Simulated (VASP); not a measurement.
# Si (P1) in VASP: single point with PBE

Aim: the single point of Si with PBE.

Program: VASP 6.6.1. These are calculated values, not measurements. Logs are shortened: lines on timing, memory, paths and dates and some standing lists are left out, and cuts for length are marked.

### Step 1. The cell of the first run

The typed cell holds 8 atoms: a = 5.431 Å, b = 5.431 Å, c = 5.431 Å, α = 90.00°, β = 90.00°, γ = 90.00°.

### Step 2. Single point, PBE

Input file INCAR:

```
SYSTEM = Si
PREC = Accurate
ENCUT = 500
EDIFF = 1E-6
ISMEAR = 0
SIGMA = 0.01
LREAL = .FALSE.
LASPH = .TRUE.
NELM = 120
ALGO = Normal
ISIF = 2
LWAVE = .FALSE.
LCHARG = .TRUE.
GGA = PE
LELF = .TRUE.
LVHAR = .TRUE.
NBANDS = 26
GGA_COMPAT = .FALSE.
```

Input file KPOINTS:

```
Automatic mesh
0
G
  1 1 1
  0 0 0
```

Input file POSCAR:

```
Si
1.0
    5.4310000000      0.0000000000      0.0000000000
    0.0000000000      5.4310000000      0.0000000000
    0.0000000000      0.0000000000      5.4310000000
Si
8
Direct
    0.0100040000      0.0000390000     -0.0000790000
    0.0001720000      0.4900920000      0.5001040000
    0.4999830000      0.0001340000      0.5150940000
    0.5000370000      0.4998420000     -0.0000200000
    0.2501880000      0.2600230000      0.2499510000
    0.2500510000      0.7498570000      0.7399310000
    0.7601120000      0.2499890000      0.7499550000
    0.7501890000      0.7500090000      0.2499810000
```

Potentials or basis: VASP PAW PBE potentials, release 64 (Si).

Command:

```console
cat potpaw_PBE.64/Si/POTCAR > POTCAR
mpirun -np 1 vasp_gam > vasp.out
```

OUTCAR:

```text
SYSTEM = Si
   PREC = Accurate
   ENCUT = 500
   EDIFF = 1E-6
   ISMEAR = 0
   LREAL = .FALSE.
   LASPH = .TRUE.
   NELM = 120
   ISIF = 2
   GGA = PE

 ion  position               nearest neighbor table
   1  0.010  0.000  1.000-   7 2.35   5 2.35   6 2.35   8 2.38
   2  0.000  0.490  0.500-   7 2.29   5 2.29   6 2.35   8 2.38
   3  0.500  0.000  0.515-   6 2.28   7 2.34   8 2.40   5 2.43
   4  0.500  0.500  1.000-   5 2.32   8 2.35   7 2.38   6 2.38
   5  0.250  0.260  0.250-   2 2.29   4 2.32   1 2.35   3 2.43
   6  0.250  0.750  0.740-   3 2.28   2 2.35   1 2.35   4 2.38
   7  0.760  0.250  0.750-   2 2.29   3 2.34   1 2.35   4 2.38
   8  0.750  0.750  0.250-   4 2.35   1 2.38   2 2.38   3 2.40

  LATTYP: Found a simple cubic cell.
 ALAT       =     5.4310000000

  Lattice vectors:

 A1 = (   5.4310000000,   0.0000000000,   0.0000000000)
 A2 = (   0.0000000000,   5.4310000000,   0.0000000000)
 A3 = (   0.0000000000,   0.0000000000,   5.4310000000)

Analysis of symmetry for initial positions (statically):
=====================================================================
 Subroutine PRICEL returns:
 Original cell was already a primitive cell.

 Routine SETGRP: Setting up the symmetry group for a
 simple cubic supercell.

 Subroutine GETGRP returns: Found  1 space group operations
 (whereof  1 operations were pure point group operations)
 out of a pool of 48 trial point group operations.

The static configuration has the point symmetry C_1 .

Analysis of symmetry for dynamics (positions and initial velocities):
=====================================================================
 Subroutine PRICEL returns:
 Original cell was already a primitive cell.

 Routine SETGRP: Setting up the symmetry group for a
 simple cubic supercell.

 Subroutine GETGRP returns: Found  1 space group operations
 (whereof  1 operations were pure point group operations)
 out of a pool of 48 trial point group operations.

The dynamic configuration has the point symmetry C_1 .

 Subroutine INISYM returns: Found  1 space group operations
 (whereof  1 operations are pure point group operations),
 and found     1 'primitive' translations

----------------------------------------------------------------------------------------

                                     Primitive cell

  volume of cell :     160.1915

  direct lattice vectors                    reciprocal lattice vectors
     5.431000000  0.000000000  0.000000000     0.184128153  0.000000000  0.000000000
     0.000000000  5.431000000  0.000000000     0.000000000  0.184128153  0.000000000
     0.000000000  0.000000000  5.431000000     0.000000000  0.000000000  0.184128153

  length of vectors
     5.431000000  5.431000000  5.431000000     0.184128153  0.184128153  0.184128153

  position of ions in fractional coordinates (direct lattice)
     0.010004000  0.000039000  0.999921000
     0.000172000  0.490092000  0.500104000
     0.499983000  0.000134000  0.515094000
     0.500037000  0.499842000  0.999980000
     0.250188000  0.260023000  0.249951000
     0.250051000  0.749857000  0.739931000
     0.760112000  0.249989000  0.749955000
     0.750189000  0.750009000  0.249981000

  ion indices of the primitive-cell ions
   primitive index   ion index
                 1           1
                 2           2
                 3           3
                 4           4
                 5           5
                 6           6
                 7           7
                 8           8

----------------------------------------------------------------------------------------

 KPOINTS: Automatic mesh

Automatic generation of k-mesh.
 Grid dimensions read from file:
 generate k-points for:    1    1    1

 Generating k-lattice:

  Cartesian coordinates                     Fractional coordinates (reciprocal lattice)
     0.184128153  0.000000000  0.000000000     1.000000000  0.000000000  0.000000000
     0.000000000  0.184128153  0.000000000     0.000000000  1.000000000  0.000000000
     0.000000000  0.000000000  0.184128153     0.000000000  0.000000000  1.000000000

  Length of vectors
     0.184128153  0.184128153  0.184128153

  Shift w.r.t. Gamma in fractional coordinates (k-lattice)
     0.000000000  0.000000000  0.000000000

 Subroutine IBZKPT returns following result:
 ===========================================

 Found      1 irreducible k-points:

 Following reciprocal coordinates:
            Coordinates               Weight
  0.000000  0.000000  0.000000      1.000000
   k-points           NKPTS =      1   k-points in BZ     NKDIM =      1   number of bands    NBANDS=     26
   number of dos      NEDOS =    301   number of ions     NIONS =      8
   total plane-waves  NPLWV =  64000
   dimension x,y,z NGX =    40 NGY =   40 NGZ =   40
   dimension x,y,z NGXF=    80 NGYF=   80 NGZF=   80
   ions per type =               8
   NGX,Y,Z   is equivalent  to a cutoff of  12.24, 12.24, 12.24 a.u.
   NGXF,Y,Z  is equivalent  to a cutoff of  24.49, 24.49, 24.49 a.u.
 SYSTEM =  Si
   PREC   = accura    normal or accurate (medium, high low for compatibility)
   ISTART =      0    job   : 0-new  1-cont  2-samecut
   ICHARG =      2    charge: 1-file 2-atom 10-const
   ISPIN  =      1    spin polarized calculation?
   LNONCOLLINEAR =      F non collinear calculations
   LSORBIT =      F    spin-orbit coupling
   LASPH  =      T    aspherical Exc in radial PAW
   ENCUT  =  500.0 eV  36.75 Ry    6.06 a.u.   9.90  9.90  9.90*2*pi/ulx,y,z
   NELM   =    120;   NELMIN=  2; NELMDL= -5     # of ELM steps
   EDIFF  = 0.1E-05   stopping-criterion for ELM
   LREAL  =      F    real-space projection
   EDIFFG = 0.1E-04   stopping-criterion for IOM
   NSW    =      0    number of steps for IOM
   IBRION =     -1    ionic relax: 0-MD 1-quasi-New 2-CG
   NFREE  =      0    steps in history (QN), initial steepest desc. (CG)
   ISIF   =      2    stress and relaxation
   ISYM   =      2    0-nonsym 1-usesym 2-fastsym
   POTIM  = 0.5000    time-step for ionic-motion
   TEBEG  =    0.0;   TEEND  =   0.0 temperature during run
   PSTRESS=    0.0 pullay stress
   NELECT =      32.0000    total number of electrons
   NUPDOWN=      -1.0000    fix difference up-down
   EMIN   =  10.00;   EMAX   =-10.00  energy-range for DOS
   EFERMI =   0.00;   METHOD = LEGACY
   ISMEAR =     0;   SIGMA  =   0.01  broadening in eV -4-tet -1-fermi 0-gaus
   EFERMI_NEDOS =   21; number of points for ismear=-14 and -15
   IALGO  =     38    algorithm
   IMIX   =      4    mixing-type and parameters
     AMIX     =   0.40;   BMIX     =  1.00
     AMIX_MAG =   1.60;   BMIX_MAG =  1.00
  volume/ion in A,a.u.               =      20.02       135.13
  Fermi-wavevector in a.u.,A,eV,Ry     =   0.956999  1.808467 12.460868  0.915848
  Thomas-Fermi vector in A             =   2.085978
   LORBIT       =      0    0 simple, 1 ext, 2 COOP (PROOUT), +10 PAW based schemes
   GGA     = PE    functional components
   LHFCALC =     F    Hartree Fock is set to
   AEXX    =    0.0000 exact exchange contribution
   IVDW    =     0    specifies the selected vdW correction
   LEPSILON=     F    determine dielectric tensor
   LRPA    =     F    only Hartree local field effects (RPA)
 non-spin polarized calculation
 Gauss-broadening in eV      SIGMA  =   0.01
  energy-cutoff  :      500.00
  volume of cell :      160.19
 maximum number of plane-waves:      2034
 NGX is ok and might be reduce to    40
   NGX = 19   NGY = 19   NGZ = 19

 number of electron      32.0000003 magnetization

 Free energy of the ion-electron system (eV)
  ---------------------------------------------------
  ext. energy  EPLUGINS =         0.00000000
  ---------------------------------------------------
  free energy    TOTEN  =       -33.06578504 eV

  energy without entropy =      -33.06578504  energy(sigma->0) =      -33.06578504

 E-fermi :   6.4083     XC(G=0):  -9.1987

 val. band max:        6.3210065317   @ k =   0.0000   0.0000   0.0000
 cond. band min:       6.5852844607   @ k =   0.0000   0.0000   0.0000
 fundamental gap:      0.2642779291
 Fermi energy:         6.4083133436

 k-point     1 :       0.0000    0.0000    0.0000
  band No.  band energies     occupation
      1      -5.8862      2.00000
      2      -1.9246      2.00000
      3      -1.8393      2.00000
      4      -1.7419      2.00000
      5      -1.6747      2.00000
      6      -1.5940      2.00000
[... 18 lines left out ...]
     25       8.7072      0.00000
     26       9.5221      0.00000

------------------------ aborting loop because EDIFF is reached ----------------------------------------

  FORCE on cell =-STRESS in cart. coord.  units (eV):
  Direction    XX          YY          ZZ          XY          YZ          ZX
  --------------------------------------------------------------------------------------
  -------------------------------------------------------------------------------------
  Total       10.9216155     10.6091075     10.8004004      1.4920877     -0.0803535     -1.0464567
  in kB      109.2340551    106.1084629    108.0217059     14.9233223     -0.8036663    -10.4662821
  external PRESSURE =     107.7880746 kB  Pullay stress =       0.0000000 kB

 VOLUME and BASIS-vectors are now :
 -----------------------------------------------------------------------------
  energy-cutoff  :      500.00
  volume of cell :      160.19
      direct lattice vectors                 reciprocal lattice vectors
     5.431000000  0.000000000  0.000000000     0.184128153  0.000000000  0.000000000
     0.000000000  5.431000000  0.000000000     0.000000000  0.184128153  0.000000000
     0.000000000  0.000000000  5.431000000     0.000000000  0.000000000  0.184128153

 POSITION                                       TOTAL-FORCE (eV/Angst)
 -----------------------------------------------------------------------------------
      0.05433      0.00021      5.43057         0.179863     -0.087278      0.007279
      0.00093      2.66169      2.71606        -0.326213      0.846887     -0.602695
      2.71541      0.00073      2.79748         0.321786      0.727889     -0.882651
      2.71570      2.71464      5.43089         0.222207      0.362051     -0.741072
      1.35877      1.41218      1.35748         0.478875     -0.777366      0.386427
      1.35803      4.07247      4.01857        -0.435711     -0.920139      0.558438
      4.12817      1.35769      4.07301        -0.226618     -0.306783      0.944089
      4.07428      4.07330      1.35765        -0.214188      0.154739      0.330184
 -----------------------------------------------------------------------------------
    total drift:                                0.000035      0.000003     -0.000021

  FREE ENERGIE OF THE ION-ELECTRON SYSTEM (eV)
  ---------------------------------------------------
  free  energy   TOTEN  =       -33.0657850425 eV

  energy  without entropy=      -33.0657850425  energy(sigma->0) =      -33.06578504
```

Wall time 18 s (1 thread of AMD EPYC 9R45, shared host); peak memory 0.18 GiB.

What came out:

- Free energy: -33.0658 eV
- Pressure: 10.8 GPa
- Largest force: 1.188 eV/Å
- Band gap on the k mesh: 0.26 eV

Forces on the atoms (eV/Å):
```
Si   0.180 -0.087  0.007
Si  -0.326  0.847 -0.603
Si   0.322  0.728 -0.883
Si   0.222  0.362 -0.741
Si   0.479 -0.777  0.386
Si  -0.436 -0.920  0.558
Si  -0.227 -0.307  0.944
Si  -0.214  0.155  0.330
```

Stress tensor (GPa, compression positive):
```
10.92  1.49 -1.05
 1.49 10.61 -0.08
-1.05 -0.08 10.80
```

Levels at points of the mesh, in eV from the valence-band top:
```
           k point  band 14  band 15  band 16  band 17  band 18  band 19
(0.00, 0.00, 0.00)    -0.39    -0.17     0.00     0.26     0.34     0.40
```

Caveat: the k points lie up to 1.16 Å⁻¹ apart; forces of over 1 eV/Å act on the atoms, so gaps and moduli don't describe the material at rest.
